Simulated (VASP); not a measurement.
Hf4C: single point with PBE

The system is Hf4C.

```xyz
10
Lattice="5.7831 0.0000 0.0000 0.0000 5.7831 0.0000 0.0000 0.0000 5.7831" Properties=species:S:1:pos:R:3 pbc="T T T"
Hf    1.4458    1.4458    1.4458
Hf    4.3373    4.3373    1.4458
Hf    4.3373    1.4458    4.3373
Hf    1.4458    4.3373    4.3373
Hf    1.4458    1.4458    4.3373
Hf    4.3373    4.3373    4.3373
Hf    1.4458    4.3373    1.4458
Hf    4.3373    1.4458    1.4458
C     2.8916    2.8916    2.8916
C     0.0000    0.0000    0.0000
```

| Property | Result |
| --- | --- |
| Program | VASP 6.6.1 |
| Task | single point |
| Functional | PBE |
| Potentials or basis | VASP PAW PBE potentials, release 64 (Hf_pv, C) |
| Cutoff | 600 eV |
| k mesh | 3 × 3 × 3 |
| Occupations | gaussian, width 0.2 eV |
| Spin | no spin polarisation |

| Item | Value |
| --- | --- |
| Pressure | -0.5 GPa |
| Band gap on the k mesh | zero (band 44 reaches 4.78 eV, above the bottom of band 45 at 4.05 eV) |

Levels at points of the mesh, in eV from the Fermi level:
```
           k point  band 42  band 43  band 44  band 45  band 46  band 47  band 48  band 49
(0.00, 0.00, 0.00)    -0.80    -0.80    -0.63    -0.63    -0.63    -0.14    -0.14     1.73
```

Run time: 30 s on 1 thread of Intel(R) Xeon(R) 6975P-C (Granite Rapids), on a shared host, peak memory 0.32 GiB.

Caveat: the k points lie up to 0.36 Å⁻¹ apart; spin-orbit coupling is left out, which moves the levels of the heavy elements.
